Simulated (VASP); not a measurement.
Crystal: Al3Cl.

```
Al Cl
1.0
     3.21635    0.00000    0.00000
    -1.60817    2.78544    0.00000
     0.00000    0.00000   18.74088
Al Cl
6 2
Direct
  0.33333 0.66667 0.71933
  0.00000 0.00000 0.82805
  0.66667 0.33333 0.94262
  0.66667 0.33333 0.28067
  0.00000 0.00000 0.17195
  0.33333 0.66667 0.05738
  0.66667 0.33333 0.62858
  0.33333 0.66667 0.37142
```

| Item | Value |
| --- | --- |
| Program | VASP 6.6.1 |
| Task | relaxation of shape and atoms at fixed volume |
| Functional | PBE |
| Potentials or basis | VASP PAW PBE potentials, release 64 (Al, Cl) |
| Cutoff | 520 eV |
| k mesh | 12 × 12 × 2 |
| Occupations | gaussian, width 0.1 eV |
| Spin | no spin polarisation |

At the start: pressure -1.6 GPa; volume 20.99 Å³/atom.

Task: Where does the relaxation end?

Result: Over 39 steps the energy falls by 3.6 meV/atom; space group P-3m1 (No. 164, to 0.1 Å) before and after.

The path:
```tsv
step	energy change (eV)	largest force (eV/Å)	pressure (GPa)	volume (Å³)
1	0.0000	0.1884	-1.57	167.90
2	-0.0042	0.0719	-1.37	167.90
3	-0.0047	0.1260	-1.26	167.90
4	-0.0061	0.0747	-1.21	167.90
5	-0.0068	0.0651	-1.14	167.90
6	-0.0076	0.0579	-1.11	167.90
7	-0.0098	0.0355	-1.01	167.90
8	-0.0128	0.0816	-0.80	167.90
9	-0.0140	0.1887	-0.38	167.90
10	-0.0143	0.1564	-0.51	167.90
11	-0.0148	0.1510	-0.49	167.90
12	-0.0162	0.1348	-0.42	167.90
13	-0.0186	0.1012	-0.28	167.90
14	-0.0212	0.0525	0.03	167.90
15	-0.0213	0.0571	0.09	167.90
16	-0.0220	0.0199	0.22	167.90
17	-0.0220	0.0168	0.27	167.90
18	-0.0220	0.0164	0.26	167.90
19	-0.0222	0.0089	0.26	167.90
20	-0.0226	0.0198	0.26	167.90
21	-0.0228	0.0728	0.26	167.90
22	-0.0229	0.0708	0.26	167.90
23	-0.0232	0.0685	0.25	167.90
24	-0.0239	0.0609	0.23	167.90
25	-0.0251	0.0654	0.18	167.90
26	-0.0252	0.1548	0.09	167.90
27	-0.0257	0.1041	0.14	167.90
28	-0.0262	0.1009	0.13	167.90
29	-0.0272	0.0921	0.10	167.90
30	-0.0264	0.0796	0.06	167.90
31	-0.0273	0.0879	0.09	167.90
32	-0.0279	0.0644	0.06	167.90
33	-0.0286	0.0246	-0.01	167.90
34	-0.0287	0.0300	-0.04	167.90
35	-0.0288	0.0166	-0.06	167.90
36	-0.0287	0.0270	-0.10	167.90
37	-0.0288	0.0120	-0.07	167.90
38	-0.0288	0.0118	-0.07	167.90
39	-0.0288	0.0053	-0.07	167.90
```

Final structure:
```
Al Cl
1.0
     3.28252    0.00000    0.00000
    -1.64126    2.84274    0.00000
     0.00000    0.00000   17.99296
Al Cl
6 2
Direct
  0.33333 0.66667 0.72455
  0.00000 0.00000 0.83232
  0.66667 0.33333 0.94402
  0.66667 0.33333 0.27545
  0.00000 0.00000 0.16768
  0.33333 0.66667 0.05598
  0.66667 0.33333 0.63274
  0.33333 0.66667 0.36726
```

Caveat: this functional lacks dispersion, which binds layers or chains, so the pressure and a relaxed spacing across them are unreliable.
